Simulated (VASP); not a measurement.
Set up this calculation in VASP 6.6.1, as the native input.

```
Task                   : relaxation of cell and atoms
Functional             : r2SCAN
Potentials or basis    : VASP PAW PBE potentials, release 64 (Si)
Cutoff                 : 600 eV
k mesh                 : 12 × 12 × 4
Occupations            : fermi-dirac, width 0.02 eV
Spin                   : no spin polarisation
Dipole correction      : no
Further INCAR settings : ALGO = Normal; EDIFF = 1e-06; IBRION = 2; EDIFFG = -0.005; NSW = 80; ISIF = 3
```

Si:

```
CELL_PARAMETERS angstrom
3.85157 0.00000 0.00000
-1.92579 3.33556 0.00000
0.00000 0.00000 6.36458
ATOMIC_POSITIONS crystal
Si 0.33333 0.66667 0.00042
Si 0.66667 0.33333 0.50042
Si 0.33333 0.66667 0.37458
Si 0.66667 0.33333 0.87458
```

This isn't the form of Si at room conditions, which is diamond.

One way to write it, as run:

POSCAR

```
Si
1.0
    3.8515735454      0.0000000000      0.0000000000
   -1.9257867727      3.3355605348      0.0000000000
    0.0000000000      0.0000000000      6.3645780744
Si
4
Direct
    0.3333333333      0.6666666667      0.0004225455
    0.6666666667      0.3333333333      0.5004225455
    0.3333333333      0.6666666667      0.3745774545
    0.6666666667      0.3333333333      0.8745774545
```

INCAR.step1

```
SYSTEM = Si
  PREC = Accurate
  ENCUT = 600
  ISMEAR = -1
  SIGMA = 0.02
  LREAL = .False.
  LASPH = .True.
  NELM = 60
  GGA = PE
  ALGO = Normal
  EDIFF = 1E-4
  LWAVE = .True.
  LCHARG = .False.
```

INCAR.step2

```
SYSTEM = Si
  PREC = Accurate
  ENCUT = 600
  EDIFF = 1E-6
  ISMEAR = -1
  SIGMA = 0.02
  LREAL = .False.
  LASPH = .True.
  NELM = 60
  ALGO = Normal
  ISIF = 3
  LWAVE = .False.
  LCHARG = .False.
  METAGGA = R2SCAN
  LMIXTAU = .True.
  IBRION = 2
  NSW = 80
  EDIFFG = -0.005
  ISTART = 1
```

KPOINTS

```
regular mesh
0
Gamma
  12 12 4
  0 0 0
```

Potentials or basis: VASP PAW PBE potentials, release 64 (Si).

Run with:

```bash
$ cat potpaw_PBE.64/Si/POTCAR > POTCAR
$ cp INCAR.step1 INCAR
$ mpirun -np 1 vasp_std > vasp.out
$ cp INCAR.step2 INCAR
$ mpirun -np 1 vasp_std > vasp.out
```

Results of the run:

* Relaxed volume: 20.11 Å³/atom
* Relaxed cell: a = 3.829 Å, b = 3.829 Å, c = 6.337 Å, α = 90.00°, β = 90.00°, γ = 120.00°
* Space group after relaxing (to 0.1 Å): P6_3/mmc (No. 194)
* Energy gained by relaxing: 1.6 meV/atom
* Ionic steps: 7
* Pressure after relaxing: 0.0 GPa
* Band gap on the k mesh: 0.62 eV (least direct gap 1.39 eV)

Caveat: the PAW data sets were made with another functional, which shifts forces and pressure a little.

It took 12 min on 1 thread of Oxide Virtual Turin-like Processor, on a shared host, peak memory 0.22 GiB.
